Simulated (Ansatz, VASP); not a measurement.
Given: the input of a run of Ansatz 0.2.0 on CdTe.

The input input.yaml:

```yaml
crystal:
  lattice:
    - [3.038, 0.0, 0.0]
    - [0.0, 3.038, 0.0]
    - [0.0, 0.0, 31.57]
  atoms:
    - { symbol: Cd, position: [0.0, 0.0, 0.23838] }
    - { symbol: Te, position: [0.5, 0.5, 0.33178] }
kpoints:
  mp_grid: { grid: [9, 9, 1] }
scf:
  occupations: { method: fermi_dirac, width: 0.05 }
hamiltonian:
  xc: pbe
  pseudopotentials: { kind: all_electron, lapw: { basis_error: 0.001 } }
output:
  forces: true
  stress: true
  eigenvalues: true
  populations: true
```

Potentials or basis: all-electron LAPW, scalar-relativistic.

Launch:

```console
$ ansatz run input.yaml --threads 4 --pin off --max-ram 12288MiB --backend cpu --events-out ev --progress --plain --runs-dir out
```

Set up the same calculation for VASP 6.6.1. Potentials there: VASP PAW PBE potentials, release 64 (Cd, Te).

As run (the cutoff follows the program's own potentials):

Contents of INCAR:

```
SYSTEM = CdTe
  ALGO = Normal
  EDIFF = 1E-7
  ENCUT = 520
  GGA = PE
  ISIF = 2
  ISMEAR = -1
  LASPH = .TRUE.
  LCHARG = .FALSE.
  LREAL = .FALSE.
  LWAVE = .FALSE.
  NBANDS = 16
  NELM = 100
  PREC = Accurate
  SIGMA = 0.05
```

File KPOINTS:

```
k-points
0
G
  9 9 1
  0 0 0
```

File POSCAR:

```
CdTe
1.0
    3.0380000000      0.0000000000      0.0000000000
    0.0000000000      3.0380000000      0.0000000000
    0.0000000000      0.0000000000     31.5700000000
Cd Te
1 1
Direct
    0.0000000000      0.0000000000      0.2383800000
    0.5000000000      0.5000000000      0.3317800000
```

Potentials or basis: VASP PAW PBE potentials, release 64 (Cd, Te).

Launch:

```bash
$ cat potpaw_PBE.64/Cd/POTCAR potpaw_PBE.64/Te/POTCAR > POTCAR
$ mpirun -np 1 vasp_std > vasp.out
```

Both were run:

|  | VASP | Ansatz | Ansatz less VASP |
| --- | --- | --- | --- |
| gap on the k mesh at the Fermi level (eV) | none | none | - |
| rms of the force components (eV/Å) | 0.065 | 0.063 | -0.0029 |

Atom by atom the forces differ by 0.003 eV/Å (rms over components). A gap of «none» marks a metal or a gap that the smearing closes. Ansatz ran all-electron here, and VASP with PAW potentials.

Spin-orbit coupling is off throughout.
